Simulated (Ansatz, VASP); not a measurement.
## MoS2 in VASP and in Ansatz

```xyz
3
Lattice="1.5855 0.9154 6.1150 -1.5855 0.9154 6.1150 0.0000 -1.8308 6.1150" Properties=species:S:1:pos:R:3 pbc="T T T"
Mo    0.0000    0.0000    0.0000
S     0.0000    0.0000   13.7587
S     0.0000    0.0000    4.5862
```

Alike in both runs: task relaxation of cell and atoms; functional PBE; k mesh 6 × 6 × 6; occupations gaussian, width 0.1 eV; collinear spin.

|  | VASP | Ansatz |
| --- | --- | --- |
| version | VASP 6.6.1 | Ansatz 0.2.0 |
| potentials or method | VASP PAW PBE potentials, release 64 (Mo_sv, S), cutoff 600 eV | scalar-relativistic, plane waves, PAW |
| valence electrons in the cell | 26 | 26 |

```csv
,VASP,Ansatz,Ansatz less VASP
"gap on the k mesh at the Fermi level, each at its own relaxed structure (eV)",none,none,-
net moment per atom (μB),0.00,0.00,0.000
relaxed volume (Å³/atom),19.78,19.71,-0.073
relaxed length of the cell vector where the two differ most in proportion (Å),6.976,6.931,-0.0450
```

A gap of «none» marks a metal or a gap that the smearing closes. Ansatz's warnings: seeded moment not kept.

The k mesh is coarse, so the values compare programs but aren't converged.
